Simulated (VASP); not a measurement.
Input of a VASP 6.6.1 run:

INCAR

```
PREC = Accurate
ENCUT = 520
EDIFF = 1E-6
ISMEAR = -1
SIGMA = 0.05
LREAL = Auto
LASPH = True
NELM = 100
ALGO = Normal
ISIF = 2
LWAVE = False
LCHARG = False
GGA = CA
NBANDS = 48
```

The input KPOINTS:

```
Automatic mesh
0
Gamma
  1 1 1
```

POSCAR

```
KH13O7
1.0
    6.1639510000      0.0000000000      0.0000000000
    0.0000000000      6.1639510000      0.0000000000
    0.0000000000      0.0000000000      6.1639510000
O H K
7 13 1
Direct
    0.1382068092      0.5471166140      0.0777261208
    0.8718434004      0.5125284091      0.6608099253
    0.4499711305     -0.0203927643      0.0455551967
    0.8860550644      0.1006983995      0.2644570017
    0.4693580465      0.5888430976      0.4620575342
    1.1727705168      0.1532134178      0.7479455953
    0.3043826922      0.2613096697      0.3396198315
    0.2631104628      0.6428506651      0.0936087909
    0.1858223727      0.3989162146      0.1319770388
    0.7387793965      0.5149294665      0.5827755607
    0.8925281853      0.6250536385      0.7579878555
    0.3635330651      0.0423105245      0.1778567026
    0.3505705999     -0.0393578729     -0.0734593769
    0.9875159618     -0.0162233606      0.2277110899
    1.0202547035      0.2003260571      0.3069946533
    0.4372520158      0.7375950912      0.4477323068
    0.3395711614      0.4363759543      0.4596564768
    1.0753654596      0.2274352927      0.6613452962
    1.1957265721      0.2659495509      0.8603410378
    0.2736880939      0.1644724301      0.4761880813
    0.7443764559      0.4790596161      0.1735575121
```

Potentials or basis: VASP PAW LDA potentials, release 64 (O, H, K_sv).

Command:

```bash
$ cat potpaw_LDA.64/O/POTCAR potpaw_LDA.64/H/POTCAR potpaw_LDA.64/K_sv/POTCAR > POTCAR
$ mpirun -np 1 vasp_gam > vasp.out
```

Task: Predict the pressure.

Result: 0.0 GPa.

Task: What does it give for the band gap on the k mesh?

Result: 3.58 eV.

Task: Estimate the largest force.

Result: 3.803 eV/Å.

Stress tensor (GPa, compression positive):
```
 0.82 -1.75  2.28
-1.75 -0.97  0.08
 2.28  0.08  0.29
```

Caveat: the k points lie up to 1.02 Å⁻¹ apart.
